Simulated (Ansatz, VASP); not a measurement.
# Ti in VASP and in Ansatz

```xyz
2
Lattice="2.9364 0.0000 0.0000 -1.4682 2.5430 0.0000 0.0000 0.0000 4.6482" Properties=species:S:1:pos:R:3 pbc="T T T"
Ti    0.0000    1.6954    1.1620
Ti    1.4682    0.8477    3.4861
```

Change from the starting cell: mode 4 frozen in at +0.000 Å, equal normal strain along x, y and z +0.0125.

Alike in both runs: task single point; functional PBEsol; k mesh 18 × 18 × 10; occupations gaussian, width 0.15 eV; no spin polarisation.

```csv
,VASP,Ansatz
version,VASP 6.6.1,Ansatz 0.2.0
potentials or method,"VASP PAW PBE potentials, release 64 (Ti_sv), cutoff 520 eV","scalar-relativistic, plane waves, PAW"
valence electrons in the cell,24,24
```

|  | VASP | Ansatz | Ansatz less VASP |
| --- | --- | --- | --- |
| gap on the k mesh at the Fermi level (eV) | none | none | - |
| pressure (GPa) | -4.3 | -4.1 | +0.18 |
| traceless stress, the component that is largest in VASP (GPa) | -0.11 | -0.10 | +0.001 |

VASP's potentials were made for PBE, not for PBEsol, and Ansatz warns of the same on its side. A gap of «none» marks a metal or a gap that the smearing closes. With one functional, cell and mesh, what is left measures potentials, basis and numerics.
